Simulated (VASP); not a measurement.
# Cu2Au (Cmcm) in VASP: single point with PBEsol

Aim: the single point of Cu2Au with PBEsol.

Program: VASP 6.6.1. These are calculated values, not measurements. Logs are shortened: lines on timing, memory, paths and dates and some standing lists are left out, and cuts for length are marked.

### 1 The cell of the first run

The structure is orthorhombic, space group Cmcm (No. 63). Conventional cell: a = 8.161 Å, b = 4.485 Å, c = 4.365 Å, α = 90.00°, β = 90.00°, γ = 90.00°. Within 3.4 Å of Cu (site symmetry m) lie 7 Cu at 2.56 to 2.86 Å and 5 Au at 2.61 to 2.71 Å. Within 3.5 Å of Au (site symmetry m2m) lie 10 Cu at 2.61 to 2.71 Å and 4 Au at 2.82 to 3.47 Å.

### 2 Single point, PBEsol

Input file INCAR:

```
PREC     = Accurate       # precision mode
ENCUT    = 520            # plane-wave cutoff, eV
EDIFF    = 1E-6           # SCF threshold, eV
ISMEAR   = 0              # smearing method
SIGMA    = 0.1            # smearing width, eV
LREAL    = F              # projectors in reciprocal space
LASPH    = T              # aspherical terms in the spheres
NELM     = 80             # most SCF steps
ALGO     = Fast           # electronic algorithm
ISIF     = 2              # what is computed and relaxed
LWAVE    = F              # write WAVECAR
LCHARG   = F              # write CHGCAR
GGA      = PS             # functional
NBANDS   = 42             # bands
```

Input file KPOINTS:

```
regular mesh
0
Gamma
  8 12 12
```

Input file POSCAR:

```
Cu2Au
1.0
    0.0000000000      0.0000000000     -4.3650572242
   -4.0805081287     -2.2422580944      0.0000000000
    0.0000000000      4.4845161889      0.0000000000
Cu Au
4 2
Direct
    0.7500000000      0.6501540473      0.6385598295
    0.7500000000      0.3498459527     -0.0115942178
    0.2500000000      0.3498459527      0.3614401705
    0.2500000000      0.6501540473      1.0115942178
    0.7500000000      1.0000000000      0.3006706807
    0.2500000000      1.0000000000      0.6993293193
```

Potentials or basis: VASP PAW PBE potentials, release 64 (Cu, Au).

On the command line:

```sh
> cat potpaw_PBE.64/Cu/POTCAR potpaw_PBE.64/Au/POTCAR > POTCAR
> mpirun -np 1 vasp_std > vasp.out
```

OUTCAR:

```text
PREC = Accurate
   ENCUT = 520
   EDIFF = 1E-6
   ISMEAR = 0
   LREAL = F
   LASPH = T
   NELM = 80
   ISIF = 2
   GGA = PS

 ion  position               nearest neighbor table
   1  0.750  0.650  0.639-   2 2.56   2 2.56   3 2.57   3 2.57   5 2.61   5 2.65   6 2.66   6 2.66
                             5 2.71   4 2.75   4 2.75
   2  0.750  0.350  0.988-   1 2.56   1 2.56   4 2.57   4 2.57   5 2.61   5 2.65   6 2.66   6 2.66
                             5 2.71   3 2.75   3 2.75
   3  0.250  0.350  0.361-   4 2.56   4 2.56   1 2.57   1 2.57   6 2.61   6 2.65   5 2.66   5 2.66
                             6 2.71   2 2.75   2 2.75
   4  0.250  0.650  0.012-   3 2.56   3 2.56   2 2.57   2 2.57   6 2.61   6 2.65   5 2.66   5 2.66
                             6 2.71   1 2.75   1 2.75
   5  0.750  0.000  0.301-   2 2.61   1 2.61   2 2.65   1 2.65   3 2.66   3 2.66   4 2.66   4 2.66
                             1 2.71   2 2.71   6 2.82   6 2.82   6 3.47   6 3.47
   6  0.250  0.000  0.699-   4 2.61   3 2.61   4 2.65   3 2.65   1 2.66   1 2.66   2 2.66   2 2.66
                             3 2.71   4 2.71   5 2.82   5 2.82   5 3.47   5 3.47

  LATTYP: Found a base centered orthorhombic cell.
 ALAT       =     4.4845161889
 B/A-ratio  =     1.8198208934
 C/A-ratio  =     0.9733619058

  Lattice vectors:

 A1 = (  -4.0805081287,   2.2422580945,   0.0000000000)
 A2 = (   4.0805081287,   2.2422580944,   0.0000000000)
 A3 = (   0.0000000000,   0.0000000000,  -4.3650572242)

Analysis of symmetry for initial positions (statically):
=====================================================================
 Subroutine PRICEL returns:
 Original cell was already a primitive cell.

 Routine SETGRP: Setting up the symmetry group for a
 base centered orthorhombic supercell.

 Subroutine GETGRP returns: Found  8 space group operations
 (whereof  4 operations were pure point group operations)
 out of a pool of  8 trial point group operations.

The static configuration has the point symmetry C_2h.
 The point group associated with its full space group is D_2h.

Analysis of symmetry for dynamics (positions and initial velocities):
=====================================================================
 Subroutine PRICEL returns:
 Original cell was already a primitive cell.

 Routine SETGRP: Setting up the symmetry group for a
 base centered orthorhombic supercell.

 Subroutine GETGRP returns: Found  8 space group operations
 (whereof  4 operations were pure point group operations)
 out of a pool of  8 trial point group operations.

The dynamic configuration has the point symmetry C_2h.
 The point group associated with its full space group is D_2h.

 Subroutine INISYM returns: Found  8 space group operations
 (whereof  4 operations are pure point group operations),
 and found     1 'primitive' translations

----------------------------------------------------------------------------------------

                                     Primitive cell

  volume of cell :      79.8766

  direct lattice vectors                    reciprocal lattice vectors
     0.000000000  0.000000000 -4.365057224     0.000000000  0.000000000 -0.229092071
    -4.080508129 -2.242258094  0.000000000    -0.245067518  0.000000000  0.000000000
     0.000000000  4.484516189  0.000000000    -0.122533759  0.222989495  0.000000000

  length of vectors
     4.365057224  4.655992692  4.484516189     0.229092071  0.245067518  0.254438277

  position of ions in fractional coordinates (direct lattice)
     0.750000000  0.650154047  0.638559829
     0.750000000  0.349845953  0.988405782
     0.250000000  0.349845953  0.361440171
     0.250000000  0.650154047  0.011594218
     0.750000000  0.000000000  0.300670681
     0.250000000  0.000000000  0.699329319

  ion indices of the primitive-cell ions
   primitive index   ion index
                 1           1
                 2           2
                 3           3
                 4           4
                 5           5
                 6           6

----------------------------------------------------------------------------------------

 KPOINTS: regular mesh

Automatic generation of k-mesh.
 Grid dimensions read from file:
 generate k-points for:    8   12   12

 Generating k-lattice:

  Cartesian coordinates                     Fractional coordinates (reciprocal lattice)
     0.000000000  0.000000000 -0.028636509     0.125000000  0.000000000  0.000000000
    -0.020422293  0.000000000  0.000000000     0.000000000  0.083333333  0.000000000
    -0.010211147  0.018582458  0.000000000     0.000000000  0.000000000  0.083333333

  Length of vectors
     0.028636509  0.020422293  0.021203190

  Shift w.r.t. Gamma in fractional coordinates (k-lattice)
     0.000000000  0.000000000  0.000000000

 Subroutine IBZKPT returns following result:
 ===========================================

 Found    215 irreducible k-points:

 Following reciprocal coordinates:
            Coordinates               Weight
  0.000000  0.000000  0.000000      1.000000
  0.125000  0.000000  0.000000      2.000000
  0.250000  0.000000  0.000000      2.000000
  0.375000  0.000000  0.000000      2.000000
  0.500000  0.000000  0.000000      1.000000
  0.000000  0.083333  0.000000      2.000000
[... 16 lines left out ...]
  0.250000  0.333333  0.000000      4.000000
  0.375000  0.333333  0.000000      4.000000
 [... further k-points ...]
   k-points           NKPTS =    215   k-points in BZ     NKDIM =    215   number of bands    NBANDS=     42
   number of dos      NEDOS =    301   number of ions     NIONS =      6
   total plane-waves  NPLWV =  41472
   dimension x,y,z NGX =    32 NGY =   36 NGZ =   36
   dimension x,y,z NGXF=    64 NGYF=   72 NGZF=   72
   ions per type =               4   2
   NGX,Y,Z   is equivalent  to a cutoff of  12.19, 12.85, 13.35 a.u.
   NGXF,Y,Z  is equivalent  to a cutoff of  24.37, 25.71, 26.69 a.u.
 SYSTEM =  unknown system
   PREC   = accura    normal or accurate (medium, high low for compatibility)
   ISTART =      0    job   : 0-new  1-cont  2-samecut
   ICHARG =      2    charge: 1-file 2-atom 10-const
   ISPIN  =      1    spin polarized calculation?
   LNONCOLLINEAR =      F non collinear calculations
   LSORBIT =      F    spin-orbit coupling
   LASPH  =      T    aspherical Exc in radial PAW
   ENCUT  =  520.0 eV  38.22 Ry    6.18 a.u.   8.12  8.66  8.34*2*pi/ulx,y,z
   NELM   =     80;   NELMIN=  2; NELMDL= -5     # of ELM steps
   EDIFF  = 0.1E-05   stopping-criterion for ELM
   LREAL  =      F    real-space projection
   EDIFFG = 0.1E-04   stopping-criterion for IOM
   NSW    =      0    number of steps for IOM
   IBRION =     -1    ionic relax: 0-MD 1-quasi-New 2-CG
   NFREE  =      0    steps in history (QN), initial steepest desc. (CG)
   ISIF   =      2    stress and relaxation
   ISYM   =      2    0-nonsym 1-usesym 2-fastsym
   POTIM  = 0.5000    time-step for ionic-motion
   TEBEG  =    0.0;   TEEND  =   0.0 temperature during run
   PSTRESS=    0.0 pullay stress
   NELECT =      66.0000    total number of electrons
   NUPDOWN=      -1.0000    fix difference up-down
   EMIN   =  10.00;   EMAX   =-10.00  energy-range for DOS
   EFERMI =   0.00;   METHOD = LEGACY
   ISMEAR =     0;   SIGMA  =   0.10  broadening in eV -4-tet -1-fermi 0-gaus
   EFERMI_NEDOS =   21; number of points for ismear=-14 and -15
   IALGO  =     68    algorithm
   IMIX   =      4    mixing-type and parameters
     AMIX     =   0.40;   BMIX     =  1.00
     AMIX_MAG =   1.60;   BMIX_MAG =  1.00
  volume/ion in A,a.u.               =      13.31        89.84
  Fermi-wavevector in a.u.,A,eV,Ry     =   1.536206  2.903009 32.108795  2.359930
  Thomas-Fermi vector in A             =   2.642887
   LORBIT       =      0    0 simple, 1 ext, 2 COOP (PROOUT), +10 PAW based schemes
   GGA     = PS    functional components
   LHFCALC =     F    Hartree Fock is set to
   AEXX    =    0.0000 exact exchange contribution
   IVDW    =     0    specifies the selected vdW correction
   LEPSILON=     F    determine dielectric tensor
   LRPA    =     F    only Hartree local field effects (RPA)
 non-spin polarized calculation
 RMM-DIIS sequential band-by-band and
 Gauss-broadening in eV      SIGMA  =   0.10
  energy-cutoff  :      520.00
  volume of cell :       79.88
 maximum number of plane-waves:      2180
   NGX = 17   NGY = 17   NGZ = 17

 number of electron      65.9999979 magnetization

 Free energy of the ion-electron system (eV)
  ---------------------------------------------------
  ext. energy  EPLUGINS =         0.00000000
  ---------------------------------------------------
  free energy    TOTEN  =       -25.27539664 eV

  energy without entropy =      -25.26731768  energy(sigma->0) =      -25.27135716

 E-fermi :   8.4994     XC(G=0): -12.9977

 val. band max:        8.4911628284   @ k =   0.1250   0.4167   0.0000
 cond. band min:       8.5220241766   @ k =   0.0000   0.0833   0.2500
 fundamental gap:      0.0308613482
 Fermi energy:         8.4994283534

 k-point     1 :       0.0000    0.0000    0.0000
  band No.  band energies     occupation
      1      -1.3457      2.00000
      2       1.7775      2.00000
      3       2.4902      2.00000
      4       2.5443      2.00000
      5       2.8360      2.00000
      6       2.8772      2.00000
[... 34 lines left out ...]
     41      18.4579      0.00000
     42      18.4911      0.00000

 k-point     2 :       0.1250    0.0000    0.0000
  band No.  band energies     occupation
      1      -1.2023      2.00000
      2       1.7859      2.00000
      3       2.5559      2.00000
      4       2.6025      2.00000
      5       2.8187      2.00000
      6       2.9112      2.00000
[... 34 lines left out ...]
     41      17.2861      0.00000
     42      17.7785      0.00000

 k-point     3 :       0.2500    0.0000    0.0000
  band No.  band energies     occupation
      1      -0.7821      2.00000
      2       1.7481      2.00000
      3       2.7030      2.00000
      4       2.7435      2.00000
      5       2.8095      2.00000
      6       3.0026      2.00000
[... 34 lines left out ...]
     41      16.0863      0.00000
     42      16.3642      0.00000

 k-point     4 :       0.3750    0.0000    0.0000
  band No.  band energies     occupation
      1      -0.1213      2.00000
      2       1.4153      2.00000
      3       2.7878      2.00000
      4       2.8647      2.00000
      5       3.0141      2.00000
      6       3.0823      2.00000
[... 844 lines left out ...]
     41      16.5096      0.00000
     42      16.6276      0.00000

 k-point    23 :       0.2500    0.3333    0.0000
  band No.  band energies     occupation
      1       0.2509      2.00000
      2       2.0378      2.00000
      3       2.2243      2.00000
      4       2.5234      2.00000
      5       2.8355      2.00000
      6       3.0030      2.00000
[... 34 lines left out ...]
     41      16.9865      0.00000
     42      18.1776      0.00000

 k-point    24 :       0.3750    0.3333    0.0000
  band No.  band energies     occupation
      1       0.8660      2.00000
      2       2.1057      2.00000
      3       2.3700      2.00000
      4       2.4242      2.00000
      5       2.9189      2.00000
      6       2.9832      2.00000
[... 34 lines left out ...]
     41      18.2111      0.00000
     42      18.8081      0.00000

 [... further k-points ...]
[... 5 lines left out ...]
  --------------------------------------------------------------------------------------
  -------------------------------------------------------------------------------------
  Total        0.0212062      0.0339343      0.0072184     -0.0000000      0.0000000      0.0000000
  in kB        0.4253578      0.6806600      0.1447880     -0.0000000      0.0000000      0.0000000
  external PRESSURE =       0.4169353 kB  Pullay stress =       0.0000000 kB

 VOLUME and BASIS-vectors are now :
 -----------------------------------------------------------------------------
  energy-cutoff  :      520.00
  volume of cell :       79.88
      direct lattice vectors                 reciprocal lattice vectors
     0.000000000  0.000000000 -4.365057224     0.000000000  0.000000000 -0.229092071
    -4.080508129 -2.242258094  0.000000000    -0.245067518  0.000000000  0.000000000
     0.000000000  4.484516189  0.000000000    -0.122533759  0.222989495  0.000000000

 POSITION                                       TOTAL-FORCE (eV/Angst)
 -----------------------------------------------------------------------------------
     -2.65296      1.40582     -3.27379        -0.011233     -0.003578      0.000000
     -1.42755      3.64808     -3.27379         0.011233     -0.003578      0.000000
     -1.42755      0.83644     -1.09126         0.011233      0.003578     -0.000000
     -2.65296     -1.40582     -1.09126        -0.011233      0.003578     -0.000000
      0.00000      1.34836     -3.27379         0.000000      0.015803     -0.000000
      0.00000      3.13615     -1.09126         0.000000     -0.015803      0.000000
 -----------------------------------------------------------------------------------
    total drift:                               -0.000000      0.000000     -0.000000

  FREE ENERGIE OF THE ION-ELECTRON SYSTEM (eV)
  ---------------------------------------------------
  free  energy   TOTEN  =       -25.2753966420 eV

  energy  without entropy=      -25.2673176824  energy(sigma->0) =      -25.27135716
```

It took 11 min on 1 thread of Intel Xeon 6975P-C (Granite Rapids), shared host; peak memory 0.63 GiB.

Results:

```yaml
Free_energy: -25.2754 eV
Pressure: 0.0 GPa
Largest_force: 0.016 eV/Å
Band_gap_on_the_k_mesh: zero (bands 33 and 34 overlap by 5.08 eV)
```

Forces on the atoms (eV/Å):
```
Cu  -0.011 -0.004  0.000
Cu   0.011 -0.004  0.000
Cu   0.011  0.004  0.000
Cu  -0.011  0.004  0.000
Au   0.000  0.016  0.000
Au   0.000 -0.016  0.000
```

Levels at points of the mesh, in eV from the Fermi level:
```tsv
k point	band 31	band 32	band 33	band 34	band 35	band 36
(0.00, 0.00, 0.00)	-1.55	-1.17	1.93	2.73	3.10	3.16
(0.50, 0.00, 0.00)	-1.66	-1.66	3.79	3.79	4.82	4.82
(0.00, 0.50, 0.00)	-1.49	-1.49	-0.19	2.04	3.45	3.81
(0.50, 0.50, 0.00)	-1.26	-1.26	-1.21	-1.21	1.31	1.31
(0.00, 0.00, 0.50)	-1.61	-1.52	0.20	1.24	3.73	4.02
(0.50, 0.00, 0.50)	-1.40	-1.40	-1.29	-1.29	0.05	0.05
```

Caveat: the PAW data sets were made with another functional, which shifts forces and pressure a little; spin-orbit coupling is left out, which moves the levels of the heavy elements.

The gap in the log of VASP goes by the Fermi energy; the results here count the filled bands.